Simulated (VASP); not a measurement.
# BeRu (P4/mmm) in VASP: further runs

The runs below take BeRu through single point, with LDA.

Program: VASP 6.6.1. These are calculated values, not measurements. Logs are shortened: lines on timing, memory, paths and dates and some standing lists are left out, and cuts for length are marked.

## 1. The cell of the first run

It takes space group P4/mmm (No. 123, tetragonal). Conventional cell: a = 2.288 Å, b = 2.288 Å, c = 3.783 Å, α = 90.00°, β = 90.00°, γ = 90.00°. Be (site symmetry 4/mmm) has 2 Ru at 1.89 Å and 4 Be at 2.29 Å within 2.5 Å. Ru (site symmetry 4/mmm) has 2 Be at 1.89 Å and 4 Ru at 2.29 Å within 2.5 Å.

## 2. Single point, LDA, non-collinear spin, zero start, spin-orbit coupling

INCAR reads:

```
SYSTEM = BeRu
  PREC = Accurate
  ENCUT = 520
  EDIFF = 1E-6
  ISMEAR = -1
  SIGMA = 0.05
  LREAL = .False.
  LASPH = .True.
  NELM = 150
  ALGO = Normal
  ISIF = 2
  LWAVE = .False.
  LCHARG = .False.
  LNONCOLLINEAR = .True.
  MAGMOM = 0 0 0 0 0 0
  LORBIT = 11
  LSORBIT = .True.
  GGA_COMPAT = .False.
  LORBMOM = .True.
  LMAXMIX = 4
  NBANDS = 28
```

KPOINTS reads:

```
Automatic mesh
0
Gamma
  8 8 5
  0 0 0
```

POSCAR reads:

```
BeRu
1.0
    2.2883455500      0.0000000000      0.0000000000
    0.0000000000      2.2883455500      0.0000000000
    0.0000000000      0.0000000000      3.7829166300
Be Ru
1 1
Direct
    0.5000000000      0.5000000000      0.0000000000
    0.5000000000      0.5000000000      0.5000000000
```

Potentials or basis: VASP PAW LDA potentials, release 64 (Be, Ru_pv).

Started as:

```sh
cat potpaw_LDA.64/Be/POTCAR potpaw_LDA.64/Ru_pv/POTCAR > POTCAR
mpirun -np 1 vasp_ncl > vasp.out
```

OUTCAR:

```text
SYSTEM = BeRu
   PREC = Accurate
   ENCUT = 520
   EDIFF = 1E-6
   ISMEAR = -1
   LREAL = .False.
   LASPH = .True.
   NELM = 150
   ISIF = 2
   LNONCOLLINEAR = .True.
   LORBIT = 11
   LSORBIT = .True.

 ion  position               nearest neighbor table
   1  0.500  0.500  0.000-   2 1.89   2 1.89
   2  0.500  0.500  0.500-   1 1.89   1 1.89

  LATTYP: Found a simple tetragonal cell.
 ALAT       =     2.2883455500
 C/A-ratio  =     1.6531229866

  Lattice vectors:

 A1 = (   2.2883455500,   0.0000000000,   0.0000000000)
 A2 = (   0.0000000000,   2.2883455500,   0.0000000000)
 A3 = (   0.0000000000,   0.0000000000,   3.7829166300)

Analysis of symmetry for initial positions (statically):
=====================================================================
 Subroutine PRICEL returns:
 Original cell was already a primitive cell.

 Routine SETGRP: Setting up the symmetry group for a
 simple tetragonal supercell.

 Subroutine GETGRP returns: Found 16 space group operations
 (whereof 16 operations were pure point group operations)
 out of a pool of 16 trial point group operations.

The static configuration has the point symmetry D_4h.

Analysis of symmetry for dynamics (positions and initial velocities):
=====================================================================
 Subroutine PRICEL returns:
 Original cell was already a primitive cell.

 Routine SETGRP: Setting up the symmetry group for a
 simple tetragonal supercell.

 Subroutine GETGRP returns: Found 16 space group operations
 (whereof 16 operations were pure point group operations)
 out of a pool of 16 trial point group operations.

The dynamic configuration has the point symmetry D_4h.

Analysis of structural, dynamic, and magnetic symmetry:
=====================================================================
 Subroutine PRICEL returns:
 Original cell was already a primitive cell.

 Routine SETGRP: Setting up the symmetry group for a
 simple tetragonal supercell.

 Subroutine GETGRP returns: Found 16 space group operations
 (whereof 16 operations were pure point group operations)
 out of a pool of 16 trial point group operations.

The overall configuration has the point symmetry D_4h.

 Subroutine INISYM returns: Found 16 space group operations
 (whereof 16 operations are pure point group operations),
 and found     1 'primitive' translations

----------------------------------------------------------------------------------------

                                     Primitive cell

  volume of cell :      19.8093

  direct lattice vectors                    reciprocal lattice vectors
     2.288345550  0.000000000  0.000000000     0.436996939  0.000000000  0.000000000
     0.000000000  2.288345550  0.000000000     0.000000000  0.436996939  0.000000000
     0.000000000  0.000000000  3.782916630     0.000000000  0.000000000  0.264346296

  length of vectors
     2.288345550  2.288345550  3.782916630     0.436996939  0.436996939  0.264346296

  position of ions in fractional coordinates (direct lattice)
     0.500000000  0.500000000  0.000000000
     0.500000000  0.500000000  0.500000000

  ion indices of the primitive-cell ions
   primitive index   ion index
                 1           1
                 2           2

----------------------------------------------------------------------------------------

 KPOINTS: Automatic mesh

Automatic generation of k-mesh.
 Grid dimensions read from file:
 generate k-points for:    8    8    5

 Generating k-lattice:

  Cartesian coordinates                     Fractional coordinates (reciprocal lattice)
     0.054624617  0.000000000  0.000000000     0.125000000  0.000000000  0.000000000
     0.000000000  0.054624617  0.000000000     0.000000000  0.125000000  0.000000000
     0.000000000  0.000000000  0.052869259     0.000000000  0.000000000  0.200000000

  Length of vectors
     0.054624617  0.054624617  0.052869259

  Shift w.r.t. Gamma in fractional coordinates (k-lattice)
     0.000000000  0.000000000  0.000000000

 Subroutine IBZKPT returns following result:
 ===========================================

 Found     45 irreducible k-points:

 Following reciprocal coordinates:
            Coordinates               Weight
  0.000000  0.000000  0.000000      1.000000
  0.125000  0.000000  0.000000      4.000000
  0.250000  0.000000  0.000000      4.000000
  0.375000  0.000000  0.000000      4.000000
  0.500000  0.000000  0.000000      2.000000
  0.125000  0.125000  0.000000      4.000000
[... 16 lines left out ...]
  0.375000  0.125000  0.200000     16.000000
[... 25 lines left out ...]
   NFREE  =      0    steps in history (QN), initial steepest desc. (CG)
   ISIF   =      2    stress and relaxation
   ISYM   =      2    0-nonsym 1-usesym 2-fastsym
   POTIM  = 0.5000    time-step for ionic-motion
   TEBEG  =    0.0;   TEEND  =   0.0 temperature during run
   PSTRESS=    0.0 pullay stress
   NELECT =      16.0000    total number of electrons
   NUPDOWN=      -1.0000    fix difference up-down
   EMIN   =  10.00;   EMAX   =-10.00  energy-range for DOS
   EFERMI =   0.00;   METHOD = LEGACY
   ISMEAR =    -1;   SIGMA  =   0.05  broadening in eV -4-tet -1-fermi 0-gaus
   EFERMI_NEDOS =   21; number of points for ismear=-14 and -15
   IALGO  =     38    algorithm
   IMIX   =      4    mixing-type and parameters
     AMIX     =   0.40;   BMIX     =  1.00
     AMIX_MAG =   1.60;   BMIX_MAG =  1.00
  volume/ion in A,a.u.               =       9.90        66.84
  Fermi-wavevector in a.u.,A,eV,Ry     =   1.524608  2.881091 31.625780  2.324429
  Thomas-Fermi vector in A             =   2.632892
   LORBIT       =     11    0 simple, 1 ext, 2 COOP (PROOUT), +10 PAW based schemes
   GGA     = CA    functional components
   LHFCALC =     F    Hartree Fock is set to
   AEXX    =    0.0000 exact exchange contribution
   IVDW    =     0    specifies the selected vdW correction
   LEPSILON=     F    determine dielectric tensor
   LRPA    =     F    only Hartree local field effects (RPA)
  energy-cutoff  :      520.00
  volume of cell :       19.81
 maximum number of plane-waves:      1092
 NGX is ok and might be reduce to    18
   NGX =  9   NGY =  9   NGZ = 15

 number of electron      16.0000008 magnetization      -0.0000000      0.0000000     -0.0000000

 number of electron      16.0000008 magnetization      -0.0000000     -0.0000000     -0.0000000

 number of electron      16.0000008 magnetization       0.0000000      0.0000000      0.0000000

 Free energy of the ion-electron system (eV)
  ---------------------------------------------------
  ext. energy  EPLUGINS =         0.00000000
  ---------------------------------------------------
  free energy    TOTEN  =       -11.67760561 eV

  energy without entropy =      -11.66964659  energy(sigma->0) =      -11.67362610

 E-fermi :  11.7771     XC(G=0): -13.2061

 val. band max:       11.7398992442   @ k =   0.5000   0.2500   0.2000
 cond. band min:      11.8014016429   @ k =   0.2500   0.1250   0.0000
 fundamental gap:      0.0615023987
 Fermi energy:        11.7770749513

 k-point     1 :       0.0000    0.0000    0.0000
  band No.  band energies     occupation
      1     -33.0933      1.00000
      2     -33.0933      1.00000
      3     -29.9568      1.00000
      4     -29.9568      1.00000
      5     -29.0521      1.00000
      6     -29.0521      1.00000
[... 733 lines left out ...]
     27      25.8437      0.00000
     28      25.8437      0.00000

 [... further k-points ...]

------------------------ aborting loop because EDIFF is reached ----------------------------------------

  FORCE on cell =-STRESS in cart. coord.  units (eV):
  Direction    XX          YY          ZZ          XY          YZ          ZX
  --------------------------------------------------------------------------------------
  -------------------------------------------------------------------------------------
  Total        7.9694973      7.9694973     14.7234596      0.0000000     -0.0000000      0.0000000
  in kB      644.5721372    644.5721372   1190.8319249      0.0000000     -0.0000000      0.0000000
  external PRESSURE =     826.6587331 kB  Pullay stress =       0.0000000 kB

 VOLUME and BASIS-vectors are now :
 -----------------------------------------------------------------------------
  energy-cutoff  :      520.00
  volume of cell :       19.81
      direct lattice vectors                 reciprocal lattice vectors
     2.288345550  0.000000000  0.000000000     0.436996939  0.000000000  0.000000000
     0.000000000  2.288345550  0.000000000     0.000000000  0.436996939  0.000000000
     0.000000000  0.000000000  3.782916630     0.000000000  0.000000000  0.264346296

 POSITION                                       TOTAL-FORCE (eV/Angst)
 -----------------------------------------------------------------------------------
      1.14417      1.14417      0.00000         0.000000      0.000000      0.000000
      1.14417      1.14417      1.89146         0.000000      0.000000      0.000000
 -----------------------------------------------------------------------------------
    total drift:                                0.000000      0.000000      0.000000

  FREE ENERGIE OF THE ION-ELECTRON SYSTEM (eV)
  ---------------------------------------------------
  free  energy   TOTEN  =       -11.6776056130 eV

  energy  without entropy=      -11.6696465908  energy(sigma->0) =      -11.67362610

 orbital moment (x)

 # of ion     p       d       tot
 ----------------------------------------
  1         0.000   0.000   0.000
  2         0.000   0.000   0.000
 ----------------------------------------
            0.000   0.000   0.000

 orbital moment (y)

 # of ion     p       d       tot
 ----------------------------------------
  1        -0.000   0.000  -0.000
  2         0.000   0.000   0.000
 ----------------------------------------
           -0.000   0.000   0.000

 orbital moment (z)

 # of ion     p       d       tot
 ----------------------------------------
  1         0.000   0.000   0.000
  2         0.000   0.000   0.000
 ----------------------------------------
            0.000   0.000   0.000

 Spin-Orbit-Coupling matrix elements

 Ion:    1  E_soc:     -0.0000009
 l=   1
     0.0000000    -0.0000001    -0.0000003
    -0.0000001     0.0000000    -0.0000001
    -0.0000003    -0.0000001     0.0000000
 l=   2
     0.0000000     0.0000000     0.0000000     0.0000000     0.0000000
     0.0000000     0.0000000     0.0000000     0.0000000     0.0000000
     0.0000000     0.0000000     0.0000000     0.0000000     0.0000000
     0.0000000     0.0000000     0.0000000     0.0000000     0.0000000
     0.0000000     0.0000000     0.0000000     0.0000000     0.0000000
 l=   3
     0.0000000     0.0000000     0.0000000     0.0000000     0.0000000     0.0000000     0.0000000
     0.0000000     0.0000000     0.0000000     0.0000000     0.0000000     0.0000000     0.0000000
     0.0000000     0.0000000     0.0000000     0.0000000     0.0000000     0.0000000     0.0000000
     0.0000000     0.0000000     0.0000000     0.0000000     0.0000000     0.0000000     0.0000000
     0.0000000     0.0000000     0.0000000     0.0000000     0.0000000     0.0000000     0.0000000
     0.0000000     0.0000000     0.0000000     0.0000000     0.0000000     0.0000000     0.0000000
     0.0000000     0.0000000     0.0000000     0.0000000     0.0000000     0.0000000     0.0000000

 Ion:    2  E_soc:     -0.2764994
 l=   1
     0.0000000    -0.0396387    -0.0391744
    -0.0396387     0.0000000    -0.0396387
    -0.0391744    -0.0396387     0.0000000
 l=   2
     0.0000000    -0.0013966     0.0000000    -0.0013966    -0.0058568
    -0.0013966     0.0000000    -0.0030818    -0.0022672    -0.0013585
     0.0000000    -0.0030818     0.0000000    -0.0030818     0.0000000
    -0.0013966    -0.0022672    -0.0030818     0.0000000    -0.0013585
    -0.0058568    -0.0013585     0.0000000    -0.0013585     0.0000000
 l=   3
     0.0000000     0.0000000     0.0000000     0.0000000     0.0000000     0.0000000     0.0000000
     0.0000000     0.0000000     0.0000000     0.0000000     0.0000000     0.0000000     0.0000000
     0.0000000     0.0000000     0.0000000     0.0000000     0.0000000     0.0000000     0.0000000
     0.0000000     0.0000000     0.0000000     0.0000000     0.0000000     0.0000000     0.0000000
     0.0000000     0.0000000     0.0000000     0.0000000     0.0000000     0.0000000     0.0000000
     0.0000000     0.0000000     0.0000000     0.0000000     0.0000000     0.0000000     0.0000000
     0.0000000     0.0000000     0.0000000     0.0000000     0.0000000     0.0000000     0.0000000

 total charge

# of ion       s       p       d       tot
------------------------------------------
    1        0.517   0.860   0.000   1.377
    2        0.543   6.364   6.564  13.470
--------------------------------------------------
tot          1.060   7.224   6.564  14.848

 magnetization (x)

# of ion       s       p       d       tot
------------------------------------------
    1        0.000   0.000   0.000   0.000
    2        0.000   0.000   0.000   0.000
--------------------------------------------------
tot          0.000   0.000   0.000   0.000

 magnetization (y)

# of ion       s       p       d       tot
------------------------------------------
    1        0.000   0.000   0.000   0.000
    2        0.000  -0.000  -0.000  -0.000
--------------------------------------------------
tot          0.000  -0.000  -0.000  -0.000

 magnetization (z)

# of ion       s       p       d       tot
------------------------------------------
    1        0.000   0.000   0.000   0.000
    2        0.000  -0.000   0.000   0.000
--------------------------------------------------
tot          0.000  -0.000   0.000   0.000
```

It took 19 s on 1 thread of Intel Xeon 6975P-C (Granite Rapids), shared host; peak memory 0.17 GiB.

Results:

| Item | Value |
| --- | --- |
| Free energy | -11.6776 eV |
| Pressure | 82.7 GPa |
| Net moment | 0.00 μB per cell |
| Valence electrons inside the program's atomic spheres | Be 1.38; Ru 13.47 |

Moments on the atoms (μB; x, y, z):
```
Be  0.00 0.00 0.00
Ru  0.00 0.00 0.00
```

Caveat: the cell stands under pressure.

## 3. Single point, LDA, non-collinear spin, zero start, spin-orbit coupling

INCAR reads:

```
PREC = Accurate
ENCUT = 520
EDIFF = 1E-6
ISMEAR = -1
SIGMA = 0.05
LREAL = False
LASPH = True
NELM = 150
ALGO = Normal
ISIF = 2
LWAVE = False
LCHARG = True
LNONCOLLINEAR = True
MAGMOM = 0 0 0 0 0 0
LORBIT = 11
LSORBIT = True
GGA_COMPAT = False
LORBMOM = True
LMAXMIX = 4
LVHAR = True
NBANDS = 28
```

KPOINTS reads:

```
Automatic mesh
0
Gamma
  10 10 6
```

POSCAR is that of step 2.

Potentials or basis: VASP PAW LDA potentials, release 64 (Be, Ru_pv).

Started as:

```sh
cat potpaw_LDA.64/Be/POTCAR potpaw_LDA.64/Ru_pv/POTCAR > POTCAR
mpirun -np 1 vasp_ncl > vasp.out
```

Run time: 34 s. Hardware: 1 thread of Intel Xeon 6975P-C (Granite Rapids), shared host; peak memory 0.19 GiB.

It converged, with:

```
Free energy                                           : -11.5961 eV
Pressure                                              : 82.7 GPa
Net moment                                            : 0.00 μB per cell
Valence electrons inside the program's atomic spheres : Be 1.38; Ru 13.47
```

Stress tensor (GPa, compression positive):
```
 65.39   0.00   0.00
  0.00  65.39   0.00
  0.00   0.00 117.32
```

Moments on the atoms (μB; x, y, z):
```
Be  0.00 0.00 0.00
Ru  0.00 0.00 0.00
```

Caveat: the cell stands under pressure.

## 4. Single point, LDA, non-collinear spin, zero start, spin-orbit coupling

INCAR reads:

```
SYSTEM = BeRu
ALGO = Normal ; EDIFF = 1E-6
ENCUT = 520 ; GGA_COMPAT = .False.
ISIF = 2 ; ISMEAR = -1
LASPH = .True. ; LCHARG = .False.
LMAXMIX = 4 ; LORBIT = 11
LORBMOM = .True. ; LREAL = .False.
LSORBIT = .True. ; LWAVE = .False.
MAGMOM = 0 0 0 0 0 0 ; NBANDS = 28
NELM = 150 ; PREC = Accurate
SIGMA = 0.05
```

KPOINTS reads:

```
k-points
0
Gamma
  13 13 8
  0 0 0
```

POSCAR is that of step 3.

Started as:

```sh
cat potpaw_LDA.64/Be/POTCAR potpaw_LDA.64/Ru_pv/POTCAR > POTCAR
mpirun -np 1 vasp_ncl > vasp.out
```

It took 56 s on 1 thread of Intel Xeon 6975P-C (Granite Rapids), shared host; peak memory 0.23 GiB.

It converged, with:

```
Free energy                                           : -11.6118 eV
Pressure                                              : 82.6 GPa
Net moment                                            : 0.00 μB per cell
Valence electrons inside the program's atomic spheres : Be 1.38; Ru 13.47
```

Stress tensor (GPa, compression positive):
```
 64.71   0.00   0.00
  0.00  64.71   0.00
  0.00   0.00 118.45
```

Moments on the atoms (μB; x, y, z):
```
Be  0.00 0.00 0.00
Ru  0.00 0.00 0.00
```

Caveat: the cell stands under pressure.

## 5. Single point, LDA, non-collinear spin, zero start, spin-orbit coupling

INCAR reads:

```
SYSTEM = BeRu
ALGO = Normal ; EDIFF = 1E-7
ENCUT = 520 ; GGA = CA
GGA_COMPAT = .False. ; ISIF = 2
ISMEAR = -1 ; LASPH = .True.
LCHARG = .False. ; LMAXMIX = 4
LORBIT = 11 ; LORBMOM = .True.
LREAL = .False. ; LSORBIT = .True.
LWAVE = .False. ; MAGMOM = 0 0 0 0 0 0
NBANDS = 28 ; NELM = 150
PREC = Accurate ; SIGMA = 0.05
```

KPOINTS reads:

```
k-points
0
Gamma
  16 16 10
  0 0 0
```

POSCAR is that of step 4.

Started as:

```sh
cat potpaw_LDA.64/Be/POTCAR potpaw_LDA.64/Ru_pv/POTCAR > POTCAR
mpirun -np 1 vasp_ncl > vasp.out
```

It took 1.8 min on 1 thread of Intel Xeon 6975P-C (Granite Rapids), shared host; peak memory 0.32 GiB.

It converged, with:

```yaml
Free_energy: -11.6227 eV
Pressure: 82.8 GPa
Net_moment: 0.00 μB per cell
Valence_electrons_inside_the_program's_atomic_spheres: Be 1.38; Ru 13.47
```

Stress tensor (GPa, compression positive):
```
 64.75   0.00   0.00
  0.00  64.75   0.00
  0.00   0.00 118.82
```

Moments on the atoms (μB; x, y, z):
```
Be  0.00 0.00 0.00
Ru  0.00 0.00 0.00
```

Caveat: the cell stands under pressure.

## 6. The runs side by side

| k mesh | pressure (GPa) | moment (μB) |
| --- | --- | --- |
| 8 × 8 × 5 | 82.7 | 0.00 |
| 10 × 10 × 6 | 82.7 | 0.00 |
| 13 × 13 × 8 | 82.6 | 0.00 |
| 16 × 16 × 10 | 82.8 | 0.00 |

Alike in all rows: task single point; level LDA; potentials or basis VASP PAW LDA potentials, release 64 (Be, Ru_pv); spin non-collinear, zero start, SOC; cell as given; cutoff (eV) 520; smearing fermi-dirac 0.05 eV.

Caveats: the cell stands under pressure.

Total energies depend on the potentials used, so only differences within one code and one set of settings carry meaning.
